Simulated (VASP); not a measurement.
Ti, 1 atom in the cell. The structure is tetragonal, space group I4/mmm (No. 139). The conventional cell has a = 3.014 Å, b = 3.014 Å, c = 4.060 Å, α = 90.00°, β = 90.00°, γ = 90.00°. Ti (site symmetry 4/mmm) has 12 Ti at 2.94 to 3.01 Å within 3.9 Å.  This cell differs from its parent crystal: strain +0.050 along x and y, +0.000 along z.

```yaml
Program: VASP 6.6.1
Task: single point
Functional: r2SCAN
Potentials_or_basis: VASP PAW PBE potentials, release 64 (Ti_sv)
Cutoff: 520 eV
k_mesh: 20 × 20 × 20
Occupations: gaussian, width 0.15 eV
Spin: no spin polarisation
Dipole_correction: no
Further_INCAR_settings: ALGO = Normal; EDIFF = 1e-07; NBANDS = 12
```

Potentials or basis: VASP PAW PBE potentials, release 64 (Ti_sv).

Command:

```console
$ cat potpaw_PBE.64/Ti_sv/POTCAR > POTCAR
$ cp INCAR.step1 INCAR
$ mpirun -np 1 vasp_std > vasp.out
$ cp INCAR.step2 INCAR
$ mpirun -np 1 vasp_std > vasp.out
```

Hardware: 1 thread of AMD EPYC 9R45 96-Core Processor (Zen 5), on a shared host.

Task: Estimate the wall time of this run.

Result: Wall time 6.3 min on 1 thread of AMD EPYC 9R45 96-Core Processor (Zen 5), with other jobs on the host, peak memory 0.23 GiB. Counts: k points 641.
